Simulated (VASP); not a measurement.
# Be4S: single point with PBE

Be4S:

```
Be S
1.0
     5.42525   -1.75559    0.00000
     5.42525    1.75559    0.00000
    -1.54442    0.00000    5.85093
Be S
8 2
Direct
  0.29654 0.29654 0.28150
  0.60208 0.60208 0.44390
  0.85338 0.85338 0.09099
  0.06018 0.06018 0.15163
  0.65605 0.65605 0.09308
  0.94431 0.94431 0.80063
  0.45444 0.45444 0.07474
  0.23727 0.23727 0.93958
  0.80238 0.80238 0.48282
  0.09364 0.09364 0.64114
```

| Quantity | Value |
| --- | --- |
| Program | VASP 6.6.1 |
| Task | single point |
| Functional | PBE |
| Potentials or basis | VASP PAW PBE potentials, release 64 (Be, S) |
| Cutoff | 520 eV |
| k mesh | 6 × 6 × 4 |
| Occupations | gaussian, width 0.1 eV |
| Spin | no spin polarisation |

```json
{
  "Pressure": "0.1 GPa",
  "Largest force": "0.049 eV/Å",
  "Band gap on the k mesh": "zero (bands 14 and 15 overlap by 1.07 eV)"
}
```

Forces on the atoms (eV/Å):
```
Be   0.009  0.000  0.019
Be  -0.006  0.000  0.022
Be  -0.009  0.000 -0.013
Be   0.001  0.000  0.002
Be   0.008  0.000 -0.003
Be   0.001  0.000  0.039
Be   0.002  0.000 -0.026
Be   0.026  0.000 -0.003
S    0.003  0.000 -0.002
S   -0.034  0.000 -0.035
```

Stress tensor (GPa, compression positive):
```
-0.08  0.00 -0.20
 0.00  0.08  0.00
-0.20  0.00  0.26
```

Levels at points of the mesh, in eV from the Fermi level:
```tsv
k point	band 10	band 11	band 12	band 13	band 14	band 15	band 16	band 17	band 18	band 19
(0.00, 0.00, 0.00)	-3.49	-2.62	-0.99	-0.73	0.09	0.25	1.59	2.10	2.82	3.57
(0.50, 0.00, 0.00)	-4.61	-3.84	-3.74	-2.77	-1.67	1.03	1.48	2.32	2.53	3.73
(0.50, 0.50, 0.00)	-3.04	-2.11	-1.40	-1.19	-0.48	1.48	1.87	2.25	2.53	3.43
(0.00, 0.00, 0.50)	-3.63	-3.59	-2.98	-1.02	-0.26	0.46	2.08	2.43	2.67	3.57
(0.50, 0.00, 0.50)	-4.38	-3.41	-2.62	-2.42	-1.29	-0.56	0.54	2.15	2.59	3.27
(0.50, 0.50, 0.50)	-3.33	-3.03	-1.60	-1.04	-0.77	-0.04	1.71	2.35	2.63	3.01
```

It took 3 min on 1 thread of Intel(R) Xeon(R) Platinum 8259CL CPU @ 2.50GHz (Skylake/Cascade Lake), with other jobs on the host, peak memory 0.31 GiB.
